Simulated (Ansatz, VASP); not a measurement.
**Two plane-wave programs on K2Be2Pt**

```
K Be Pt
1.0
     6.13940    0.00000    0.00000
     0.00000    6.13940    0.00000
     0.00000    0.00000    4.33148
K Be Pt
2 2 1
Direct
  0.50000 0.00000 0.02078
  0.00000 0.50000 0.02078
  0.00000 0.00000 0.37262
  0.50000 0.50000 0.52159
  0.00000 0.00000 0.87185
```

Alike in both runs: functional PBE; k mesh 4 × 4 × 4; occupations gaussian, width 0.1 eV; no spin polarisation.

Ansatz relaxed the structure, and its values are those at the end. VASP's run is a single point on that final structure, the one shown.

|  | VASP | Ansatz |
| --- | --- | --- |
| version | VASP 6.6.1 | Ansatz 0.2.0 |
| potentials or method | VASP PAW PBE potentials, release 64 (K_sv, Be, Pt), cutoff 520 eV | scalar-relativistic, plane waves, PAW |
| valence electrons in the cell | 32 | 40 |

|  | VASP | Ansatz | Ansatz less VASP |
| --- | --- | --- | --- |
| gap on the k mesh at the Fermi level (eV) | none | none | - |
| pressure (GPa) | 0.0 | 0.0 | -0.04 |
| rms of the force components (eV/Å) | 0.006 | 0.006 | +0.0002 |

A gap of «none» marks a metal or a gap that the smearing closes. VASP's potentials hold 32 valence electrons a cell and Ansatz's 40, so a difference there can come from the potentials and not from the codes.

The k mesh is coarse, so the values compare programs but aren't converged. Spin-orbit coupling is off throughout.
